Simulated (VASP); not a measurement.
Write the native input for VASP 6.6.1 that does the following.

| Property | Result |
| --- | --- |
| Task | single point |
| Functional | PBE |
| Potentials or basis | VASP PAW PBE potentials, release 64 (Al, N) |
| Cutoff | 520 eV |
| k mesh | 11 × 11 × 6 |
| Occupations | fermi-dirac, width 0.02 eV |
| Spin | no spin polarisation |
| Dipole correction | no |
| Further INCAR settings | ALGO = Normal; EDIFF = 1e-06; NBANDS = 16 |

The structure of AlN lies in POSCAR:

```
AlN
1.0
    3.1110021516      0.0000000000      0.0000000000
   -1.5555010758      2.6942068945      0.0000000000
    0.0000000000      0.0000000000      4.9780000000
Al N
2 2
Direct
    0.3333333333      0.6666666667      0.0000000000
    0.6666666667      0.3333333333      0.5000000000
    0.3333333333      0.6666666667      0.3850000000
    0.6666666667      0.3333333333      0.8850000000
```

These files were run (other wordings do the same):

INCAR

```
SYSTEM = AlN
PREC = Accurate
ENCUT = 520
EDIFF = 1E-6
ISMEAR = -1
SIGMA = 0.02
LREAL = .False.
LASPH = .True.
NELM = 100
ALGO = Normal
ISIF = 2
LWAVE = .False.
LCHARG = .False.
GGA = PE
NBANDS = 16
```

KPOINTS

```
regular mesh
0
Gamma
  11 11 6
  0 0 0
```

Potentials or basis: VASP PAW PBE potentials, release 64 (Al, N).

Run with:

```console
$ cat potpaw_PBE.64/Al/POTCAR potpaw_PBE.64/N/POTCAR > POTCAR
$ mpirun -np 1 vasp_std > vasp.out
```

It gave:

```json
{
  "Pressure": "3.8 GPa",
  "Largest force": "0.181 eV/Å",
  "Band gap on the k mesh": "4.16 eV, direct"
}
```

Run time: 48 s on 1 thread of Intel Xeon 6975P-C (shared host), peak memory 0.17 GiB.
